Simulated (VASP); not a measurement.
# SnO (P4/nmm) in VASP: notebook

Aim: see how the results for SnO move with the level of theory and the settings. Levels: PBE, r2SCAN. Tasks: single point.

Program: VASP 6.6.1. These are calculated values, not measurements. Logs are shortened: lines on timing, memory, paths and dates and some standing lists are left out, and cuts for length are marked.

### Step 1. The cell of the first run

The structure is tetragonal, space group P4/nmm (No. 129). Conventional cell: a = 3.944 Å, b = 3.944 Å, c = 4.949 Å, α = 90.00°, β = 90.00°, γ = 90.00°. Within 3.0 Å of Sn (site symmetry 4mm) lie 4 O at 2.26 Å. O (site symmetry -4m2) has 4 Sn at 2.26 Å and 4 O at 2.79 Å within 3.0 Å.

### Step 2. Single point, PBE (strain +4.0%)

The input, INCAR:

```
PREC = Accurate
ENCUT = 600
EDIFF = 1E-6
ISMEAR = -1
SIGMA = 0.02
LREAL = False
LASPH = True
NELM = 120
ALGO = Normal
ISIF = 2
LWAVE = False
LCHARG = False
GGA = PE
NBANDS = 28
GGA_COMPAT = False
```

The input, KPOINTS:

```
Automatic mesh
0
Gamma
  6 6 6
```

The input, POSCAR:

```
SnO
1.0
    3.9442915842      0.0000000000      0.0000000000
    0.0000000000      3.9442915842      0.0000000000
    0.0000000000      0.0000000000      4.9487227169
Sn O
2 2
Direct
    0.0000000000      0.5000000000      0.2232876545
    0.5000000000      0.0000000000      0.7767123455
    0.5000000000      0.5000000000      0.0000000000
    0.0000000000      0.0000000000      0.0000000000
```

Potentials or basis: VASP PAW PBE potentials, release 64 (Sn_d, O).

On the command line:

```bash
$ cat potpaw_PBE.64/Sn_d/POTCAR potpaw_PBE.64/O/POTCAR > POTCAR
$ mpirun -np 1 vasp_std > vasp.out
```

OUTCAR:

```text
PREC = Accurate
   ENCUT = 600
   EDIFF = 1E-6
   ISMEAR = -1
   LREAL = False
   LASPH = True
   NELM = 120
   ISIF = 2
   GGA = PE

 ion  position               nearest neighbor table
   1  0.000  0.500  0.223-   3 2.26   4 2.26   4 2.26   3 2.26   2 3.56   2 3.56   2 3.56   2 3.56

   2  0.500  0.000  0.777-   3 2.26   4 2.26   3 2.26   4 2.26   1 3.56   1 3.56   1 3.56   1 3.56

   3  0.500  0.500  0.000-   1 2.26   2 2.26   2 2.26   1 2.26
   4  0.000  0.000  0.000-   1 2.26   2 2.26   1 2.26   2 2.26

  LATTYP: Found a simple tetragonal cell.
 ALAT       =     3.9442915842
 C/A-ratio  =     1.2546543812

  Lattice vectors:

 A1 = (   3.9442915842,   0.0000000000,   0.0000000000)
 A2 = (   0.0000000000,   3.9442915842,   0.0000000000)
 A3 = (   0.0000000000,   0.0000000000,   4.9487227169)

Analysis of symmetry for initial positions (statically):
=====================================================================
 Subroutine PRICEL returns:
 Original cell was already a primitive cell.

 Routine SETGRP: Setting up the symmetry group for a
 simple tetragonal supercell.

 Subroutine GETGRP returns: Found 16 space group operations
 (whereof  8 operations were pure point group operations)
 out of a pool of 16 trial point group operations.

The static configuration has the point symmetry D_2d.
 The point group associated with its full space group is D_4h.

Analysis of symmetry for dynamics (positions and initial velocities):
=====================================================================
 Subroutine PRICEL returns:
 Original cell was already a primitive cell.

 Routine SETGRP: Setting up the symmetry group for a
 simple tetragonal supercell.

 Subroutine GETGRP returns: Found 16 space group operations
 (whereof  8 operations were pure point group operations)
 out of a pool of 16 trial point group operations.

The dynamic configuration has the point symmetry D_2d.
 The point group associated with its full space group is D_4h.

 Subroutine INISYM returns: Found 16 space group operations
 (whereof  8 operations are pure point group operations),
 and found     1 'primitive' translations

----------------------------------------------------------------------------------------

                                     Primitive cell

  volume of cell :      76.9894

  direct lattice vectors                    reciprocal lattice vectors
     3.944291584  0.000000000  0.000000000     0.253530952  0.000000000  0.000000000
     0.000000000  3.944291584  0.000000000     0.000000000  0.253530952  0.000000000
     0.000000000  0.000000000  4.948722717     0.000000000  0.000000000  0.202072344

  length of vectors
     3.944291584  3.944291584  4.948722717     0.253530952  0.253530952  0.202072344

  position of ions in fractional coordinates (direct lattice)
     0.000000000  0.500000000  0.223287654
     0.500000000  0.000000000  0.776712346
     0.500000000  0.500000000  0.000000000
     0.000000000  0.000000000  0.000000000

  ion indices of the primitive-cell ions
   primitive index   ion index
                 1           1
                 2           2
                 3           3
                 4           4

----------------------------------------------------------------------------------------

 KPOINTS: Automatic mesh

Automatic generation of k-mesh.
 Grid dimensions read from file:
 generate k-points for:    6    6    6

 Generating k-lattice:

  Cartesian coordinates                     Fractional coordinates (reciprocal lattice)
     0.042255159  0.000000000  0.000000000     0.166666667  0.000000000  0.000000000
     0.000000000  0.042255159  0.000000000     0.000000000  0.166666667  0.000000000
     0.000000000  0.000000000  0.033678724     0.000000000  0.000000000  0.166666667

  Length of vectors
     0.042255159  0.042255159  0.033678724

  Shift w.r.t. Gamma in fractional coordinates (k-lattice)
     0.000000000  0.000000000  0.000000000

 Subroutine IBZKPT returns following result:
 ===========================================

 Found     40 irreducible k-points:

 Following reciprocal coordinates:
            Coordinates               Weight
  0.000000  0.000000  0.000000      1.000000
  0.166667  0.000000  0.000000      4.000000
  0.333333  0.000000  0.000000      4.000000
  0.500000  0.000000  0.000000      2.000000
  0.166667  0.166667  0.000000      4.000000
  0.333333  0.166667  0.000000      8.000000
[... 16 lines left out ...]
  0.333333  0.000000  0.333333      8.000000
  0.500000  0.000000  0.333333      4.000000
 [... further k-points ...]
   k-points           NKPTS =     40   k-points in BZ     NKDIM =     40   number of bands    NBANDS=     28
   number of dos      NEDOS =    301   number of ions     NIONS =      4
   total plane-waves  NPLWV =  40960
   dimension x,y,z NGX =    32 NGY =   32 NGZ =   40
   dimension x,y,z NGXF=    64 NGYF=   64 NGZF=   80
   ions per type =               2   2
   NGX,Y,Z   is equivalent  to a cutoff of  13.49, 13.49, 13.44 a.u.
   NGXF,Y,Z  is equivalent  to a cutoff of  26.98, 26.98, 26.87 a.u.
 SYSTEM =  unknown system
   PREC   = accura    normal or accurate (medium, high low for compatibility)
   ISTART =      0    job   : 0-new  1-cont  2-samecut
   ICHARG =      2    charge: 1-file 2-atom 10-const
   ISPIN  =      1    spin polarized calculation?
   LNONCOLLINEAR =      F non collinear calculations
   LSORBIT =      F    spin-orbit coupling
   LASPH  =      T    aspherical Exc in radial PAW
   ENCUT  =  600.0 eV  44.10 Ry    6.64 a.u.   7.88  7.88  9.88*2*pi/ulx,y,z
   NELM   =    120;   NELMIN=  2; NELMDL= -5     # of ELM steps
   EDIFF  = 0.1E-05   stopping-criterion for ELM
   LREAL  =      F    real-space projection
   EDIFFG = 0.1E-04   stopping-criterion for IOM
   NSW    =      0    number of steps for IOM
   IBRION =     -1    ionic relax: 0-MD 1-quasi-New 2-CG
   NFREE  =      0    steps in history (QN), initial steepest desc. (CG)
   ISIF   =      2    stress and relaxation
   ISYM   =      2    0-nonsym 1-usesym 2-fastsym
   POTIM  = 0.5000    time-step for ionic-motion
   TEBEG  =    0.0;   TEEND  =   0.0 temperature during run
   PSTRESS=    0.0 pullay stress
   NELECT =      40.0000    total number of electrons
   NUPDOWN=      -1.0000    fix difference up-down
   EMIN   =  10.00;   EMAX   =-10.00  energy-range for DOS
   EFERMI =   0.00;   METHOD = LEGACY
   ISMEAR =    -1;   SIGMA  =   0.02  broadening in eV -4-tet -1-fermi 0-gaus
   EFERMI_NEDOS =   21; number of points for ismear=-14 and -15
   IALGO  =     38    algorithm
   IMIX   =      4    mixing-type and parameters
     AMIX     =   0.40;   BMIX     =  1.00
     AMIX_MAG =   1.60;   BMIX_MAG =  1.00
  volume/ion in A,a.u.               =      19.25       129.89
  Fermi-wavevector in a.u.,A,eV,Ry     =   1.316087  2.487043 23.566430  1.732084
  Thomas-Fermi vector in A             =   2.446223
   LORBIT       =      0    0 simple, 1 ext, 2 COOP (PROOUT), +10 PAW based schemes
   GGA     = PE    functional components
   LHFCALC =     F    Hartree Fock is set to
   AEXX    =    0.0000 exact exchange contribution
   IVDW    =     0    specifies the selected vdW correction
   LEPSILON=     F    determine dielectric tensor
   LRPA    =     F    only Hartree local field effects (RPA)
 non-spin polarized calculation
  energy-cutoff  :      600.00
  volume of cell :       76.99
 maximum number of plane-waves:      2596
 NGX is ok and might be reduce to    32
   NGX = 15   NGY = 15   NGZ = 19

 number of electron      39.9999973 magnetization

 Free energy of the ion-electron system (eV)
  ---------------------------------------------------
  ext. energy  EPLUGINS =         0.00000000
  ---------------------------------------------------
  free energy    TOTEN  =       -22.69048009 eV

  energy without entropy =      -22.69048009  energy(sigma->0) =      -22.69048009

 E-fermi :   6.1790     XC(G=0):  -9.7403

 val. band max:        5.7712241134   @ k =   0.1667   0.0000   0.0000
 cond. band min:       6.6075591653   @ k =   0.5000   0.5000   0.0000
 fundamental gap:      0.8363350519
 Fermi energy:         6.1789657150

 k-point     1 :       0.0000    0.0000    0.0000
  band No.  band energies     occupation
      1     -15.7780      2.00000
      2     -15.4109      2.00000
      3     -15.4109      2.00000
      4     -15.3890      2.00000
      5     -15.3728      2.00000
      6     -15.3722      2.00000
[... 20 lines left out ...]
     27      12.9909      0.00000
     28      13.4842      0.00000

 k-point     2 :       0.1667    0.0000    0.0000
  band No.  band energies     occupation
      1     -15.7622      2.00000
      2     -15.4153      2.00000
      3     -15.4075      2.00000
      4     -15.4035      2.00000
      5     -15.3762      2.00000
      6     -15.3705      2.00000
[... 20 lines left out ...]
     27      13.2626      0.00000
     28      15.0132      0.00000

 k-point     3 :       0.3333    0.0000    0.0000
  band No.  band energies     occupation
      1     -15.7183      2.00000
      2     -15.5355      2.00000
      3     -15.3997      2.00000
      4     -15.3845      2.00000
      5     -15.3838      2.00000
      6     -15.3604      2.00000
[... 20 lines left out ...]
     27      13.7031      0.00000
     28      16.1998      0.00000

 k-point     4 :       0.5000    0.0000    0.0000
  band No.  band energies     occupation
      1     -15.6445      2.00000
      2     -15.6445      2.00000
      3     -15.3916      2.00000
      4     -15.3916      2.00000
      5     -15.3661      2.00000
      6     -15.3661      2.00000
[... 578 lines left out ...]
     27      13.8879      0.00000
     28      15.1635      0.00000

 k-point    23 :       0.3333    0.0000    0.3333
  band No.  band energies     occupation
      1     -15.7185      2.00000
      2     -15.5460      2.00000
      3     -15.4069      2.00000
      4     -15.3922      2.00000
      5     -15.3772      2.00000
      6     -15.3618      2.00000
[... 20 lines left out ...]
     27      14.5095      0.00000
     28      16.2130      0.00000

 k-point    24 :       0.5000    0.0000    0.3333
  band No.  band energies     occupation
      1     -15.6505      2.00000
      2     -15.6505      2.00000
      3     -15.4045      2.00000
      4     -15.4045      2.00000
      5     -15.3642      2.00000
      6     -15.3642      2.00000
[... 20 lines left out ...]
     27      15.2898      0.00000
     28      15.2898      0.00000

 [... further k-points ...]
[... 5 lines left out ...]
  --------------------------------------------------------------------------------------
  -------------------------------------------------------------------------------------
  Total       -0.6625076     -0.6625076      0.9635306      0.0000000     -0.0000000      0.0000000
  in kB      -13.7870171    -13.7870171     20.0514118      0.0000000     -0.0000000      0.0000000
  external PRESSURE =      -2.5075408 kB  Pullay stress =       0.0000000 kB

 VOLUME and BASIS-vectors are now :
 -----------------------------------------------------------------------------
  energy-cutoff  :      600.00
  volume of cell :       76.99
      direct lattice vectors                 reciprocal lattice vectors
     3.944291584  0.000000000  0.000000000     0.253530952  0.000000000  0.000000000
     0.000000000  3.944291584  0.000000000     0.000000000  0.253530952  0.000000000
     0.000000000  0.000000000  4.948722717     0.000000000  0.000000000  0.202072344

 POSITION                                       TOTAL-FORCE (eV/Angst)
 -----------------------------------------------------------------------------------
      0.00000      1.97215      1.10499        -0.000000     -0.000000      0.495138
      1.97215      0.00000      3.84373         0.000000     -0.000000     -0.495138
      1.97215      1.97215      0.00000        -0.000000      0.000000      0.000000
      0.00000      0.00000      0.00000        -0.000000     -0.000000      0.000000
 -----------------------------------------------------------------------------------
    total drift:                                0.000000     -0.000000     -0.000000

  FREE ENERGIE OF THE ION-ELECTRON SYSTEM (eV)
  ---------------------------------------------------
  free  energy   TOTEN  =       -22.6904800944 eV

  energy  without entropy=      -22.6904800944  energy(sigma->0) =      -22.69048009
```

Wall time 1.8 min (1 thread of Intel Xeon 8259CL, shared host); peak memory 0.24 GiB.

What came out:

| Item | Value |
| --- | --- |
| Free energy | -22.6905 eV |
| Pressure | -0.3 GPa |
| Largest force | 0.495 eV/Å |
| Band gap on the k mesh | 0.84 eV, indirect (least direct gap 1.85 eV) |

Forces in eV/Å, atoms in the order of the input:
```
Sn   0.000  0.000  0.495
Sn   0.000  0.000 -0.495
O    0.000  0.000  0.000
O    0.000  0.000  0.000
```

Caveat: the cell differs from its parent crystal (strain +4.0%); spin-orbit coupling is left out, which moves the levels of the heavy elements.

(Part 1 of 2 ends here.)
